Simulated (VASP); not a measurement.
Crystal: SiC.

```
Si C
1.0
     0.00000    2.17900    2.17900
     2.17900    0.00000    2.17900
     2.17900    2.17900    0.00000
Si C
1 1
Direct
  0.00000 0.00000 0.00000
  0.25000 0.25000 0.25000
```

| Item | Value |
| --- | --- |
| Program | VASP 6.6.1 |
| Task | relaxation of cell and atoms |
| Functional | LDA |
| Potentials or basis | VASP PAW LDA potentials, release 64 (Si, C) |
| Cutoff | 600 eV |
| k mesh | 10 × 10 × 10 |
| Occupations | gaussian, width 0.01 eV |
| Spin | no spin polarisation |

At the start: pressure -4.2 GPa; volume 10.35 Å³/atom.

**Question.** How do energy, volume and symmetry change on relaxing?

**Answer.** Over 5 steps the energy falls by 2.6 meV/atom and the volume is 10.15 Å³/atom (-1.9 %); space group F-43m (No. 216, to 0.05 Å).

Step by step:
| step | energy change (eV) | largest force (eV/Å) | pressure (GPa) | volume (Å³) |
| --- | --- | --- | --- | --- |
| 1 | 0.0000 | 0.0000 | -4.18 | 20.69 |
| 2 | 0.0009 | 0.0000 | 4.83 | 19.89 |
| 3 | -0.0052 | 0.0000 | -0.02 | 20.30 |
| 4 | -0.0052 | 0.0000 | 0.05 | 20.30 |
| 5 | -0.0052 | 0.0000 | -0.01 | 20.30 |

Final structure:
```
Si C
1.0
     0.00000    2.16532    2.16532
     2.16532    0.00000    2.16532
     2.16532    2.16532    0.00000
Si C
1 1
Cartesian
  2.1653 0.0000 2.1653
  1.0827 1.0827 1.0827
```
